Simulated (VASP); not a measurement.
# K (I4/mmm) in VASP: further runs

The runs below take K through single point, with PBE.

Program: VASP 6.6.1. These are calculated values, not measurements. Logs are shortened: lines on timing, memory, paths and dates and some standing lists are left out, and cuts for length are marked.

### Step 1. The cell of the first run

Symmetry: I4/mmm, No. 139, tetragonal system. The conventional cell has a = 5.315 Å, b = 5.315 Å, c = 5.393 Å, α = 90.00°, β = 90.00°, γ = 90.00°.

### Step 2. Single point, PBE (strain +0.015 along x and y, +0.030 along z)

Input file INCAR:

```
PREC = Accurate ; ENCUT = 520
EDIFF = 1E-7 ; ISMEAR = 0
SIGMA = 0.15 ; LREAL = F
LASPH = T ; NELM = 80
ALGO = Fast ; ISIF = 2
LWAVE = F ; LCHARG = F
GGA = PE ; NBANDS = 10
```

Input file KPOINTS:

```
Automatic mesh
0
Gamma
  14 14 14
```

Input file POSCAR:

```
K
1.0
   -2.6572700000      2.6572700000      2.6965400000
    2.6572700000     -2.6572700000      2.6965400000
    2.6572700000      2.6572700000     -2.6965400000
K
1
Direct
    0.0000000000      0.0000000000      0.0000000000
```

Potentials or basis: VASP PAW PBE potentials, release 64 (K_sv).

Command:

```bash
$ cat potpaw_PBE.64/K_sv/POTCAR > POTCAR
$ mpirun -np 1 vasp_std > vasp.out
```

OUTCAR:

```text
PREC = Accurate
   ENCUT = 520
   EDIFF = 1E-7
   ISMEAR = 0
   LREAL = F
   LASPH = T
   NELM = 80
   ISIF = 2
   GGA = PE

 ion  position               nearest neighbor table
   1  0.000  0.000  0.000-

  LATTYP: Found a body centered tetragonal cell.
 ALAT       =     5.3145400000
 C/A-ratio  =     1.0147783251

  Lattice vectors:

 A1 = (  -2.6572700000,   2.6572700000,   2.6965400000)
 A2 = (   2.6572700000,  -2.6572700000,   2.6965400000)
 A3 = (   2.6572700000,   2.6572700000,  -2.6965400000)

Analysis of symmetry for initial positions (statically):
=====================================================================
 Subroutine PRICEL returns:
 Original cell was already a primitive cell.

 Routine SETGRP: Setting up the symmetry group for a
 body centered tetragonal supercell.

 Subroutine GETGRP returns: Found 16 space group operations
 (whereof 16 operations were pure point group operations)
 out of a pool of 16 trial point group operations.

The static configuration has the point symmetry D_4h.

Analysis of symmetry for dynamics (positions and initial velocities):
=====================================================================
 Subroutine PRICEL returns:
 Original cell was already a primitive cell.

 Routine SETGRP: Setting up the symmetry group for a
 body centered tetragonal supercell.

 Subroutine GETGRP returns: Found 16 space group operations
 (whereof 16 operations were pure point group operations)
 out of a pool of 16 trial point group operations.

The dynamic configuration has the point symmetry D_4h.

 Subroutine INISYM returns: Found 16 space group operations
 (whereof 16 operations are pure point group operations),
 and found     1 'primitive' translations

----------------------------------------------------------------------------------------

                                     Primitive cell

  volume of cell :      76.1620

  direct lattice vectors                    reciprocal lattice vectors
    -2.657270000  2.657270000  2.696540000     0.000000000  0.188163040  0.185422801
     2.657270000 -2.657270000  2.696540000     0.188163040  0.000000000  0.185422801
     2.657270000  2.657270000 -2.696540000     0.188163040  0.188163040  0.000000000

  length of vectors
     4.625310333  4.625310333  4.625310333     0.264172187  0.264172187  0.266102722

  position of ions in fractional coordinates (direct lattice)
     0.000000000  0.000000000  0.000000000

  ion indices of the primitive-cell ions
   primitive index   ion index
                 1           1

----------------------------------------------------------------------------------------

 KPOINTS: Automatic mesh

Automatic generation of k-mesh.
 Grid dimensions read from file:
 generate k-points for:   14   14   14

 Generating k-lattice:

  Cartesian coordinates                     Fractional coordinates (reciprocal lattice)
     0.000000000  0.013440217  0.013244486     0.071428571  0.000000000  0.000000000
     0.013440217  0.000000000  0.013244486     0.000000000  0.071428571  0.000000000
     0.013440217  0.013440217  0.000000000     0.000000000  0.000000000  0.071428571

  Length of vectors
     0.018869442  0.018869442  0.019007337

  Shift w.r.t. Gamma in fractional coordinates (k-lattice)
     0.000000000  0.000000000  0.000000000

 Subroutine IBZKPT returns following result:
 ===========================================

 Found    244 irreducible k-points:

 Following reciprocal coordinates:
            Coordinates               Weight
  0.000000  0.000000  0.000000      1.000000
  0.071429  0.000000  0.000000      8.000000
  0.142857  0.000000  0.000000      8.000000
  0.214286  0.000000  0.000000      8.000000
  0.285714  0.000000 -0.000000      8.000000
  0.357143  0.000000  0.000000      8.000000
[... 16 lines left out ...]
  0.214286  0.142857  0.000000     16.000000
  0.285714  0.142857 -0.000000     16.000000
 [... further k-points ...]
   k-points           NKPTS =    244   k-points in BZ     NKDIM =    244   number of bands    NBANDS=     10
   number of dos      NEDOS =    301   number of ions     NIONS =      1
   total plane-waves  NPLWV =  46656
   dimension x,y,z NGX =    36 NGY =   36 NGZ =   36
   dimension x,y,z NGXF=    72 NGYF=   72 NGZF=   72
   ions per type =               1
   NGX,Y,Z   is equivalent  to a cutoff of  12.94, 12.94, 12.94 a.u.
   NGXF,Y,Z  is equivalent  to a cutoff of  25.88, 25.88, 25.88 a.u.
 SYSTEM =  unknown system
   PREC   = accura    normal or accurate (medium, high low for compatibility)
   ISTART =      0    job   : 0-new  1-cont  2-samecut
   ICHARG =      2    charge: 1-file 2-atom 10-const
   ISPIN  =      1    spin polarized calculation?
   LNONCOLLINEAR =      F non collinear calculations
   LSORBIT =      F    spin-orbit coupling
   LASPH  =      T    aspherical Exc in radial PAW
   ENCUT  =  520.0 eV  38.22 Ry    6.18 a.u.   8.60  8.60  8.60*2*pi/ulx,y,z
   NELM   =     80;   NELMIN=  2; NELMDL= -5     # of ELM steps
   EDIFF  = 0.1E-06   stopping-criterion for ELM
   LREAL  =      F    real-space projection
   EDIFFG = 0.1E-05   stopping-criterion for IOM
   NSW    =      0    number of steps for IOM
   IBRION =     -1    ionic relax: 0-MD 1-quasi-New 2-CG
   NFREE  =      0    steps in history (QN), initial steepest desc. (CG)
   ISIF   =      2    stress and relaxation
   ISYM   =      2    0-nonsym 1-usesym 2-fastsym
   POTIM  = 0.5000    time-step for ionic-motion
   TEBEG  =    0.0;   TEEND  =   0.0 temperature during run
   PSTRESS=    0.0 pullay stress
   NELECT =       9.0000    total number of electrons
   NUPDOWN=      -1.0000    fix difference up-down
   EMIN   =  10.00;   EMAX   =-10.00  energy-range for DOS
   EFERMI =   0.00;   METHOD = LEGACY
   ISMEAR =     0;   SIGMA  =   0.15  broadening in eV -4-tet -1-fermi 0-gaus
   EFERMI_NEDOS =   21; number of points for ismear=-14 and -15
   IALGO  =     68    algorithm
   IMIX   =      4    mixing-type and parameters
     AMIX     =   0.40;   BMIX     =  1.00
     AMIX_MAG =   1.60;   BMIX_MAG =  1.00
  volume/ion in A,a.u.               =      76.16       513.97
  Fermi-wavevector in a.u.,A,eV,Ry     =   0.803359  1.518128  8.781002  0.645385
  Thomas-Fermi vector in A             =   1.911211
   LORBIT       =      0    0 simple, 1 ext, 2 COOP (PROOUT), +10 PAW based schemes
   GGA     = PE    functional components
   LHFCALC =     F    Hartree Fock is set to
   AEXX    =    0.0000 exact exchange contribution
   IVDW    =     0    specifies the selected vdW correction
   LEPSILON=     F    determine dielectric tensor
   LRPA    =     F    only Hartree local field effects (RPA)
 non-spin polarized calculation
 RMM-DIIS sequential band-by-band and
 Gauss-broadening in eV      SIGMA  =   0.15
  energy-cutoff  :      520.00
  volume of cell :       76.16
 maximum number of plane-waves:      2066
   NGX = 17   NGY = 17   NGZ = 17

 number of electron       9.0000001 magnetization

 Free energy of the ion-electron system (eV)
  ---------------------------------------------------
  ext. energy  EPLUGINS =         0.00000000
  ---------------------------------------------------
  free energy    TOTEN  =        -1.05097022 eV

  energy without entropy =       -1.04211919  energy(sigma->0) =       -1.04654470

 E-fermi :  -0.1929     XC(G=0):  -5.5680

 val. band max:       -0.2014212870   @ k =  -0.3571   0.4286   0.1429
 cond. band min:      -0.1796751407   @ k =   0.3571   0.0714   0.0714
 fundamental gap:      0.0217461463
 Fermi energy:        -0.1929305091

 k-point     1 :       0.0000    0.0000    0.0000
  band No.  band energies     occupation
      1     -32.3486      2.00000
      2     -15.8005      2.00000
      3     -15.8005      2.00000
      4     -15.8004      2.00000
      5      -2.3021      2.00000
      6       4.0412      0.00000
      7       4.0412      0.00000
      8       4.1117      0.00000
      9       4.9050      0.00000
     10       4.9990      0.00000

 k-point     2 :       0.0714    0.0000    0.0000
  band No.  band energies     occupation
      1     -32.3485      2.00000
      2     -15.8035      2.00000
      3     -15.8015      2.00000
      4     -15.8004      2.00000
      5      -2.2406      2.00000
      6       3.9511      0.00000
      7       3.9867      0.00000
      8       4.1328      0.00000
      9       4.7955      0.00000
     10       4.9655      0.00000

 k-point     3 :       0.1429    0.0000    0.0000
  band No.  band energies     occupation
      1     -32.3480      2.00000
      2     -15.8118      2.00000
      3     -15.8043      2.00000
      4     -15.8004      2.00000
      5      -2.0581      2.00000
      6       3.5935      0.00000
      7       3.7899      0.00000
      8       4.2706      0.00000
      9       4.6868      0.00000
     10       4.9232      0.00000

 k-point     4 :       0.2143    0.0000    0.0000
  band No.  band energies     occupation
      1     -32.3473      2.00000
      2     -15.8238      2.00000
      3     -15.8083      2.00000
      4     -15.8003      2.00000
      5      -1.7602      2.00000
      6       3.0194      0.00000
      7       3.5454      0.00000
      8       4.5065      0.00000
      9       4.7167      0.00000
     10       4.9065      0.00000

 k-point     5 :       0.2857    0.0000   -0.0000
  band No.  band energies     occupation
      1     -32.3465      2.00000
      2     -15.8371      2.00000
      3     -15.8127      2.00000
      4     -15.8003      2.00000
      5      -1.3561      2.00000
      6       2.3710      0.00000
      7       3.3164      0.00000
      8       4.7668      0.00000
      9       4.8307      0.00000
     10       4.9451      0.00000

 k-point     6 :       0.3571    0.0000    0.0000
  band No.  band energies     occupation
      1     -32.3459      2.00000
      2     -15.8489      2.00000
      3     -15.8167      2.00000
      4     -15.8002      2.00000
      5      -0.8592      2.00000
      6       1.7008      0.00000
      7       3.1365      0.00000
      8       4.7328      0.00000
      9       5.0594      0.00000
     10       5.2354      0.00000
[... 183 lines left out ...]
 k-point    21 :      -0.0714    0.0714    0.0000
  band No.  band energies     occupation
      1     -32.3485      2.00000
      2     -15.8035      2.00000
      3     -15.8015      2.00000
      4     -15.8005      2.00000
      5      -2.2397      2.00000
      6       3.9546      0.00000
      7       4.0185      0.00000
      8       4.0889      0.00000
      9       4.8726      0.00000
     10       4.8891      0.00000

 k-point    22 :       0.1429    0.1429    0.0000
  band No.  band energies     occupation
      1     -32.3470      2.00000
      2     -15.8290      2.00000
      3     -15.8088      2.00000
      4     -15.8029      2.00000
      5      -1.5880      2.00000
      6       2.9113      0.00000
      7       3.2358      0.00000
      8       4.5621      0.00000
      9       4.5726      0.00000
     10       5.1868      0.00000

 k-point    23 :       0.2143    0.1429    0.0000
  band No.  band energies     occupation
      1     -32.3463      2.00000
      2     -15.8392      2.00000
      3     -15.8137      2.00000
      4     -15.8035      2.00000
      5      -1.1906      2.00000
      6       2.3894      0.00000
      7       2.9565      0.00000
      8       4.5927      0.00000
      9       4.7520      0.00000
     10       5.2838      0.00000

 k-point    24 :       0.2857    0.1429   -0.0000
  band No.  band energies     occupation
      1     -32.3456      2.00000
      2     -15.8480      2.00000
      3     -15.8189      2.00000
      4     -15.8038      2.00000
      5      -0.7009      2.00000
      6       1.7881      0.00000
      7       2.7615      0.00000
      8       4.5182      0.00000
      9       4.9445      0.00000
     10       5.3821      0.00000

 [... further k-points ...]

------------------------ aborting loop because EDIFF is reached ----------------------------------------

  FORCE on cell =-STRESS in cart. coord.  units (eV):
  Direction    XX          YY          ZZ          XY          YZ          ZX
  --------------------------------------------------------------------------------------
  -------------------------------------------------------------------------------------
  Total       -0.0539306     -0.0539306     -0.0587738      0.0000000      0.0000000      0.0000000
  in kB       -1.1345084     -1.1345084     -1.2363918      0.0000000      0.0000000      0.0000000
  external PRESSURE =      -1.1684695 kB  Pullay stress =       0.0000000 kB

 VOLUME and BASIS-vectors are now :
 -----------------------------------------------------------------------------
  energy-cutoff  :      520.00
  volume of cell :       76.16
      direct lattice vectors                 reciprocal lattice vectors
    -2.657270000  2.657270000  2.696540000     0.000000000  0.188163040  0.185422801
     2.657270000 -2.657270000  2.696540000     0.188163040  0.000000000  0.185422801
     2.657270000  2.657270000 -2.696540000     0.188163040  0.188163040  0.000000000

 POSITION                                       TOTAL-FORCE (eV/Angst)
 -----------------------------------------------------------------------------------
      0.00000      0.00000      0.00000        -0.000000      0.000000      0.000000
 -----------------------------------------------------------------------------------
    total drift:                               -0.000000      0.000000      0.000000

  FREE ENERGIE OF THE ION-ELECTRON SYSTEM (eV)
  ---------------------------------------------------
  free  energy   TOTEN  =        -1.0509702163 eV

  energy  without entropy=       -1.0421191891  energy(sigma->0) =       -1.04654470
```

It took 2.6 min on 1 thread of Intel Xeon Platinum 8259CL at 2.50GHz (Skylake/Cascade Lake), shared host; peak memory 0.33 GiB.

Results:

```
Free energy : -1.0510 eV
Pressure    : -0.1 GPa
```

Levels at points of the mesh, in eV from the Fermi level:
```
           k point  band 3  band 4  band 5  band 6  band 7  band 8
(0.00, 0.00, 0.00)  -15.61  -15.61   -2.11    4.23    4.23    4.30
(0.50, 0.00, 0.00)  -15.63  -15.61    0.43    0.66    3.18    4.77
(0.50, 0.50, 0.00)  -15.63  -15.61    0.47    0.69    3.10    4.82
(0.50, 0.50, 0.50)  -15.65  -15.65    1.66    1.71    3.28    3.44
```

Caveat: the cell differs from its parent crystal (strain +0.015 along x and y, +0.030 along z).

### Step 3. Single point, PBE (strain +0.030 along x and y, +0.015 along z)

Input file INCAR:

```
SYSTEM = K
PREC = Accurate
ENCUT = 520
EDIFF = 1E-7
ISMEAR = 0
SIGMA = 0.15
LREAL = .FALSE.
LASPH = .TRUE.
NELM = 80
ALGO = Fast
ISIF = 2
LWAVE = .FALSE.
LCHARG = .FALSE.
GGA = PE
NBANDS = 10
```

Input file KPOINTS:

```
regular mesh
0
G
  14 14 14
  0 0 0
```

Input file POSCAR:

```
K
1.0
   -2.6965400000      2.6965400000      2.6572700000
    2.6965400000     -2.6965400000      2.6572700000
    2.6965400000      2.6965400000     -2.6572700000
K
1
Direct
    0.0000000000      0.0000000000      0.0000000000
```

Potentials or basis: VASP PAW PBE potentials, release 64 (K_sv).

Command:

```bash
$ cat potpaw_PBE.64/K_sv/POTCAR > POTCAR
$ mpirun -np 1 vasp_std > vasp.out
```

Run time: 2.3 min. Hardware: 1 thread of Intel Xeon Platinum 8259CL at 2.50GHz (Skylake/Cascade Lake), shared host; peak memory 0.32 GiB.

The run converged. Its results:

| Quantity | Value |
| --- | --- |
| Free energy | -1.0501 eV |
| Pressure | -0.2 GPa |

Levels at points of the mesh, in eV from the Fermi level:
| k point | band 1 | band 2 | band 3 | band 4 | band 5 | band 6 | band 7 | band 8 | band 9 | band 10 |
| --- | --- | --- | --- | --- | --- | --- | --- | --- | --- | --- |
| (0.00, 0.00, 0.00) | -32.17 | -15.62 | -15.62 | -15.62 | -2.09 | 4.19 | 4.27 | 4.27 | 5.07 | 5.17 |
| (0.50, 0.00, 0.00) | -32.16 | -15.67 | -15.64 | -15.62 | 0.46 | 0.67 | 3.12 | 4.77 | 5.67 | 5.76 |
| (0.50, 0.50, 0.00) | -32.16 | -15.67 | -15.64 | -15.62 | 0.42 | 0.64 | 3.20 | 4.73 | 5.60 | 5.83 |
| (0.50, 0.50, 0.50) | -32.16 | -15.66 | -15.66 | -15.66 | 1.67 | 1.72 | 3.29 | 3.29 | 3.45 | 5.22 |

Caveat: the cell differs from its parent crystal (strain +0.030 along x and y, +0.015 along z).
